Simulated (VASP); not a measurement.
The system is Sb3Au.

```
Sb Au
1.0
    -3.04000    3.04000    3.04000
     3.04000   -3.04000    3.04000
     3.04000    3.04000   -3.04000
Sb Au
3 1
Cartesian
  3.0400 0.0000 0.0000
  0.0000 3.0400 0.0000
  0.0000 0.0000 3.0400
  0.0000 0.0000 0.0000
```

* Program: VASP 6.6.1
* Task: relaxation of volume and atoms at fixed shape
* Functional: LDA
* Potentials or basis: VASP PAW LDA potentials, release 64 (Sb, Au)
* Cutoff: 600 eV
* k mesh: 5 × 5 × 5
* Occupations: fermi-dirac, width 0.1 eV
* Spin: no spin polarisation

At the start: pressure -7.4 GPa; volume 28.09 Å³/atom.

Problem. Where does the relaxation end?

Solution. Over 3 steps the energy falls by 83.8 meV/atom and the volume is 24.89 Å³/atom (-11.4 %); space group Im-3m (No. 229, to 0.05 Å).

The path:
```
step  energy change (eV)  largest force (eV/Å)  pressure (GPa)  volume (Å³)
   1              0.0000                0.0000           -7.37       112.38
   2             -0.1976                0.0000            6.94        92.65
   3             -0.3353                0.0000           -0.11        99.55
```

Final structure:
```
Sb Au
1.0
    -2.91961    2.91961    2.91961
     2.91961   -2.91961    2.91961
     2.91961    2.91961   -2.91961
Sb Au
3 1
Direct
  0.00000 0.50000 0.50000
  0.50000 0.00000 0.50000
  0.50000 0.50000 0.00000
  0.00000 0.00000 0.00000
```

Caveat: the volume moved by -11 % from the deposited cell, more than functionals usually miss.
